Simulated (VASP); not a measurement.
# Ir (I4_1/amd) in VASP: a series of runs, part 2 of 2

VASP 6.6.1. Earlier steps stand in the parts before.

### Step 3. Single point, PBE

This run uses another cell than the first one, of 16.21 Å³/atom, 1.103 times its volume.

INCAR

```
SYSTEM = Ir
  ALGO = Normal
  EDIFF = 1E-6
  ENCUT = 520
  GGA = PE
  ISIF = 2
  ISMEAR = 0
  LASPH = .True.
  LCHARG = .False.
  LREAL = .False.
  LWAVE = .False.
  NBANDS = 16
  NELM = 60
  PREC = Accurate
  SIGMA = 0.1
```

KPOINTS

```
k-points
0
Gamma
  8 8 8
  0 0 0
```

POSCAR

```
Ir
1.0
   -2.4285325317      2.4285325317      1.3741029506
    2.4285325317     -2.4285325317      1.3741029506
    2.4285325317      2.4285325317     -1.3741029506
Ir
2
Direct
    0.0000000000      0.0000000000      0.0000000000
    0.7500000000      0.2500000000      0.5000000000
```

Potentials or basis: VASP PAW PBE potentials, release 64 (Ir).

On the command line:

```
> cat potpaw_PBE.64/Ir/POTCAR > POTCAR
> mpirun -np 1 vasp_std > vasp.out
```

OUTCAR:

```text
SYSTEM = Ir
   EDIFF = 1E-6
   ENCUT = 520
   GGA = PE
   ISIF = 2
   ISMEAR = 0
   LASPH = .True.
   LREAL = .False.
   NELM = 60
   PREC = Accurate

 ion  position               nearest neighbor table
   1  0.000  0.000  0.000-   2 2.52   2 2.52   2 2.52   2 2.52   2 3.19   2 3.19   2 3.19   2 3.19

   2  0.750  0.250  0.500-   1 2.52   1 2.52   1 2.52   1 2.52   1 3.19   1 3.19   1 3.19   1 3.19

  LATTYP: Found a body centered tetragonal cell.
 ALAT       =     4.8570650634
 C/A-ratio  =     0.5658161596

  Lattice vectors:

 A1 = (  -2.4285325317,   2.4285325317,   1.3741029506)
 A2 = (   2.4285325317,  -2.4285325317,   1.3741029506)
 A3 = (   2.4285325317,   2.4285325317,  -1.3741029506)

Analysis of symmetry for initial positions (statically):
=====================================================================
 Subroutine PRICEL returns:
 Original cell was already a primitive cell.

 Routine SETGRP: Setting up the symmetry group for a
 body centered tetragonal supercell.

 Subroutine GETGRP returns: Found 16 space group operations
 (whereof  8 operations were pure point group operations)
 out of a pool of 16 trial point group operations.

[... 159 lines left out ...]
  ---------------------------------------------------
  free energy    TOTEN  =       -16.34706868 eV

  energy without entropy =      -16.33723674  energy(sigma->0) =      -16.34215271

 E-fermi :   8.1215     XC(G=0): -13.0818

 val. band max:        8.0684091403   @ k =   0.3750   0.1250   0.1250
 cond. band min:       8.1241354246   @ k =   0.2500   0.1250   0.1250
 fundamental gap:      0.0557262843
 Fermi energy:         8.1215203309

 k-point     1 :       0.0000    0.0000    0.0000
  band No.  band energies     occupation
      1      -1.4197      2.00000
      2       1.5444      2.00000
      3       2.4488      2.00000
      4       3.2819      2.00000
      5       4.0358      2.00000
      6       7.0220      2.00000
[... 433 lines left out ...]
      3       3.0578      2.00000
      4       4.1951      2.00000
      5       4.3257      2.00000
      6       6.2091      2.00000
[... 8 lines left out ...]
     15      21.5441      0.00000
     16      22.8142      0.00000

 [... further k-points ...]
[... 5 lines left out ...]
  --------------------------------------------------------------------------------------
  -------------------------------------------------------------------------------------
  Total        0.0446592      0.0446592      0.0369098      0.0000000     -0.0000000      0.0000000
  in kB        2.2072662      2.2072662      1.8242524      0.0000000     -0.0000000      0.0000000
  external PRESSURE =       2.0795949 kB  Pullay stress =       0.0000000 kB

 VOLUME and BASIS-vectors are now :
 -----------------------------------------------------------------------------
  energy-cutoff  :      520.00
  volume of cell :       32.42
      direct lattice vectors                 reciprocal lattice vectors
    -2.428532532  2.428532532  1.374102951     0.000000000  0.205885650  0.363873755
     2.428532532 -2.428532532  1.374102951     0.205885650  0.000000000  0.363873755
     2.428532532  2.428532532 -1.374102951     0.205885650  0.205885650  0.000000000

 POSITION                                       TOTAL-FORCE (eV/Angst)
 -----------------------------------------------------------------------------------
      0.00000      0.00000      0.00000         0.000000      0.000000     -0.000000
      0.00000      2.42853      0.68705        -0.000000     -0.000000      0.000000
 -----------------------------------------------------------------------------------
    total drift:                               -0.000000      0.000000      0.000000

  FREE ENERGIE OF THE ION-ELECTRON SYSTEM (eV)
  ---------------------------------------------------
  free  energy   TOTEN  =       -16.3470686768 eV

  energy  without entropy=      -16.3372367435  energy(sigma->0) =      -16.34215271
```

OSZICAR:

```text
N       E                     dE             d eps       ncg     rms          rms(c)
DAV:   1     0.143307787288E+03    0.14331E+03   -0.81782E+03  1896   0.110E+03
DAV:   2    -0.131985879050E+02   -0.15651E+03   -0.13972E+03  1896   0.301E+02
DAV:   3    -0.172099071529E+02   -0.40113E+01   -0.39531E+01  2640   0.576E+01
DAV:   4    -0.172532261606E+02   -0.43319E-01   -0.43313E-01  2056   0.515E+00
DAV:   5    -0.172544525958E+02   -0.12264E-02   -0.12264E-02  2712   0.918E-01    0.165E+01
DAV:   6    -0.164725942647E+02    0.78186E+00   -0.11411E+00  2328   0.132E+01    0.676E+00
DAV:   7    -0.163569601846E+02    0.11563E+00   -0.27109E-01  2528   0.594E+00    0.201E+00
DAV:   8    -0.163470364125E+02    0.99238E-02   -0.12456E-02  2176   0.119E+00    0.976E-02
DAV:   9    -0.163470500491E+02   -0.13637E-04   -0.29029E-04  3080   0.172E-01    0.284E-02
DAV:  10    -0.163470677647E+02   -0.17716E-04   -0.74447E-06  2352   0.243E-02    0.932E-03
DAV:  11    -0.163470687834E+02   -0.10187E-05   -0.12355E-07  1664   0.334E-03    0.770E-04
DAV:  12    -0.163470686768E+02    0.10659E-06   -0.25821E-08  1184   0.159E-03
   1 F= -.16347069E+02 E0= -.16342153E+02  d E =-.983193E-02
```

Wall time 51 s (1 thread of AMD EPYC 7R13, shared host); peak memory 0.14 GiB.

Results:

- Free energy: -16.3471 eV
- Pressure: 0.2 GPa
- Band gap on the k mesh: zero (band 9 reaches 9.52 eV, above the bottom of band 10 at 7.15 eV)

Caveat: spin-orbit coupling is left out, which moves the levels of the heavy elements.
